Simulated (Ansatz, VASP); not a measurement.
Al3Cu: VASP beside Ansatz

File INCAR:

```
PREC = Accurate ; ENCUT = 520
EDIFF = 1E-7 ; ISMEAR = 0
SIGMA = 0.1 ; LREAL = False
LASPH = True ; NELM = 80
ALGO = Fast ; ISIF = 2
LWAVE = False ; LCHARG = False
GGA = PS ; NBANDS = 18
```

Contents of KPOINTS:

```
regular mesh
0
Gamma
  16 16 6
```

The input POSCAR:

```
Al3Cu
1.0
    2.8156916303      0.0000000000      0.0000000000
    0.0000000000      2.8156916303      0.0000000000
    0.0000000000      0.0000000000      8.2904395907
Al Cu
3 1
Direct
    0.0000000000      0.0000000000      0.5000000000
    0.5000000000      0.5000000000      0.1790591533
    0.5000000000      0.5000000000      0.8209408467
    0.0000000000      0.0000000000      0.0000000000
```

Input for Ansatz:

```yaml
crystal:
  lattice:
    - [2.8156916303, 0.0, 0.0]
    - [0.0, 2.8156916303, 0.0]
    - [0.0, 0.0, 8.2904395907]
  atoms:
    - { symbol: Al, position: [0.0, 0.0, 0.5] }
    - { symbol: Al, position: [0.5, 0.5, 0.1790591533] }
    - { symbol: Al, position: [0.5, 0.5, 0.8209408467] }
    - { symbol: Cu, position: [0.0, 0.0, 0.0] }
basis:
  ecutwfc: 420
kpoints:
  mp_grid: { grid: [16, 16, 6] }
hamiltonian:
  xc: pbesol
scf:
  occupations: { method: gaussian, width: 0.1 }
output:
  forces: true
  stress: true
  eigenvalues: true
```

Alike in both runs: task single point; functional PBEsol; k mesh 16 × 16 × 6; occupations gaussian, width 0.1 eV; no spin polarisation.

```csv
,VASP,Ansatz
version,VASP 6.6.1,Ansatz 0.2.0
potentials or method,"VASP PAW PBE potentials, release 64 (Al, Cu), cutoff 520 eV","scalar-relativistic, plane waves, PAW"
valence electrons in the cell,20,28
```

Ansatz gave:

```
gap on the k mesh at the Fermi level (eV)                     : none
pressure (GPa)                                                : -0.9
traceless stress, the component that is largest in VASP (GPa) : -2.37
rms of the force components (eV/Å)                            : 0.641
```

Problem. Estimate VASP's values.

Solution. gap on the k mesh at the Fermi level (eV): none; pressure (GPa): -0.7; traceless stress, the component that is largest in VASP (GPa): -2.38; rms of the force components (eV/Å): 0.648.

VASP's potentials were made for PBE, not for PBEsol. Atom by atom the forces differ by 0.007 eV/Å (rms over components). A gap of «none» marks a metal or a gap that the smearing closes. The functional is the same, so the differences come from potentials, cutoffs and numerics. VASP's potentials hold 20 valence electrons a cell and Ansatz's 28, so a difference there can come from the potentials and not from the codes.
